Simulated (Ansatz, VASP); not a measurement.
ZrN in VASP and in Ansatz

```
CELL_PARAMETERS angstrom
0.00000 2.03989 2.03989
2.03989 0.00000 2.03989
2.03989 2.03989 0.00000
ATOMIC_POSITIONS crystal
Zr 0.00000 0.00000 0.00000
N 0.50000 0.50000 0.50000
```

Change from the starting cell: volume scaled by 0.7, to set the pressure.

Alike in both runs: task single point; functional PBE; k mesh 17 × 17 × 17; occupations fermi-dirac, width 0.08 eV; no spin polarisation.

|  | VASP | Ansatz |
| --- | --- | --- |
| version | VASP 6.6.1 | Ansatz 0.2.0 |
| potentials or method | VASP PAW PBE potentials, release 64 (Zr_sv, N) | PAW with Ansatz's default frozen-core files, scalar-relativistic |
| plane-wave cutoff (eV) | 600 | 420 |
| valence electrons in the cell | 17 | 17 |

Ansatz gave:

- pressure (GPa): 189.3

Question: Estimate VASP's values.

Answer: Pressure (GPa): 190.2.

Both programs put the cell under a high pressure, so it lies far from rest at this level. The functional is the same, so the differences come from potentials, cutoffs and numerics.

Noted on VASP's run: the cell as given lies far from equilibrium.
